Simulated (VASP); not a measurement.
# PtSe2: single point with r2SCAN

Crystal: PtSe2.

```
Pt Se
1.0
     3.72400    0.00000   -0.07448
    -1.86200    3.22508    0.03724
    -0.10124    0.00000    5.06200
Pt Se
1 2
Direct
  0.00000 0.00000 0.00000
  0.33333 0.66667 0.25000
  0.66667 0.33333 0.75000
```

This cell differs from its parent crystal: strain -0.0400 x Voigt [0, 0, 0, 0, 1, 0].

| Property | Result |
| --- | --- |
| Program | VASP 6.6.1 |
| Task | single point |
| Functional | r2SCAN |
| Potentials or basis | VASP PAW PBE potentials, release 64 (Pt, Se) |
| Cutoff | 520 eV |
| k mesh | 12 × 12 × 10 |
| Occupations | gaussian, width 0.15 eV |
| Spin | no spin polarisation |
| Dipole correction | no |
| Further INCAR settings | ALGO = Normal; EDIFF = 1e-06; NBANDS = 18 |

```json
{
  "Pressure": "5.3 GPa",
  "Largest force": "0.601 eV/Å",
  "Band gap on the k mesh": "zero (bands 11 and 12 overlap by 0.37 eV)"
}
```

Forces in eV/Å, atoms in the order of the input:
```
Pt   0.000  0.000  0.000
Se   0.439 -0.021  0.410
Se  -0.439  0.021 -0.410
```

Stress tensor (GPa, compression positive):
```
 5.47 -2.15  3.82
-2.15  5.17 -0.19
 3.82 -0.19  5.15
```

Levels at points of the mesh, in eV from the Fermi level:
```tsv
k point	band 7	band 8	band 9	band 10	band 11	band 12	band 13	band 14	band 15	band 16
(0.00, 0.00, 0.00)	-4.29	-2.80	-1.30	-1.18	0.34	1.43	1.55	3.99	4.74	7.56
(0.50, 0.00, 0.00)	-3.85	-3.81	-3.71	-3.64	-3.12	0.61	2.53	5.05	6.24	7.54
(0.50, 0.50, 0.00)	-4.05	-3.85	-3.77	-3.75	-3.19	0.83	2.26	5.03	6.26	7.45
(0.00, 0.50, 0.00)	-4.00	-3.84	-3.69	-3.68	-3.15	0.72	2.37	5.06	6.15	7.51
(0.00, 0.00, 0.50)	-4.32	-3.08	-1.83	-1.81	-1.54	2.15	2.54	5.18	6.76	7.00
(0.50, 0.00, 0.50)	-3.82	-3.73	-3.47	-3.06	-1.34	1.09	1.55	4.73	5.18	7.35
(0.50, 0.50, 0.50)	-3.88	-3.84	-3.49	-3.08	-1.68	0.94	1.68	4.99	5.12	7.95
(0.00, 0.50, 0.50)	-3.86	-3.78	-3.48	-3.07	-1.50	1.00	1.63	4.86	5.14	7.65
```

Wall time 59 min on 1 thread of Oxide Virtual Turin-like Processor (shared host), peak memory 0.79 GiB.

Caveat: the cell differs from its parent crystal (strain -0.0400 x Voigt [0, 0, 0, 0, 1, 0]); the cell stands under pressure; the PAW data sets were made with another functional, which shifts forces and pressure a little; spin-orbit coupling is left out, which moves the levels of the heavy elements.
